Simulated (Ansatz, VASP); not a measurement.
**One calculation of Ag, two programs**

Contents of INCAR:

```
SYSTEM = Ag
PREC = Accurate ; ENCUT = 520
EDIFF = 1E-8 ; ISMEAR = -1
SIGMA = 0.08 ; LREAL = .FALSE.
LASPH = .TRUE. ; NELM = 60
ALGO = Normal ; ISIF = 2
LWAVE = .FALSE. ; LCHARG = .FALSE.
LEFG = .TRUE. ; NBANDS = 30
```

File KPOINTS:

```
Automatic mesh
0
G
  14 14 4
  0 0 0
```

POSCAR

```
Ag
1.0
    2.9241795655      0.0000000000      0.0000000000
   -1.4620897828      2.5324137891      0.0000000000
    0.0000000000      0.0000000000     10.1315940382
Ag
4
Direct
    0.3333333333      0.6666666667      0.2500000000
    0.6666666667      0.3333333333      0.7500000000
    0.0000000000      0.0000000000      0.0000000000
    0.0000000000      0.0000000000      0.5000000000
```

Input for Ansatz:

```yaml
crystal:
  lattice:
    - [2.9241795655, 0.0, 0.0]
    - [-1.4620897828, 2.5324137891, 0.0]
    - [0.0, 0.0, 10.1315940382]
  atoms:
    - { symbol: Ag, position: [0.3333333333, 0.6666666667, 0.25] }
    - { symbol: Ag, position: [0.6666666667, 0.3333333333, 0.75] }
    - { symbol: Ag, position: [0.0, 0.0, 0.0] }
    - { symbol: Ag, position: [0.0, 0.0, 0.5] }
kpoints:
  mp_grid: { grid: [14, 14, 4] }
scf:
  occupations: { method: fermi_dirac, width: 0.08 }
hamiltonian:
  xc: lda
  pseudopotentials: { kind: paw }
output:
  forces: true
  stress: true
  eigenvalues: true
  efg: { contact_densities: true }
```

Change from the starting cell: volume scaled by 1.04, PAW files.

Alike in both runs: task electric field gradients; functional LDA; k mesh 14 × 14 × 4; occupations fermi-dirac, width 0.08 eV; no spin polarisation.

```csv
,VASP,Ansatz
version,VASP 6.6.1,Ansatz 0.2.0
potentials or method,"VASP PAW LDA potentials, release 64 (Ag)","PAW with Ansatz's default frozen-core files, scalar-relativistic"
plane-wave cutoff (eV),520,420
valence electrons in the cell,44,76
```

VASP gave:

- pressure (GPa): -13.3
- traceless stress, the component that is largest in VASP (GPa): -1.92
- size of Vzz on the site where it differs most (V/Å²): 9.0

**Question.** What did Ansatz give for the same quantities?

**Answer.** Pressure (GPa): -13.5; traceless stress, the component that is largest in VASP (GPa): -1.88; size of Vzz on the site where it differs most (V/Å²): 3.7.

LDA's correlation is that of Perdew and Zunger in VASP and of Perdew and Wang (1992) in Ansatz. VASP's potentials hold 44 valence electrons a cell and Ansatz's 76, so a difference there can come from the potentials and not from the codes.
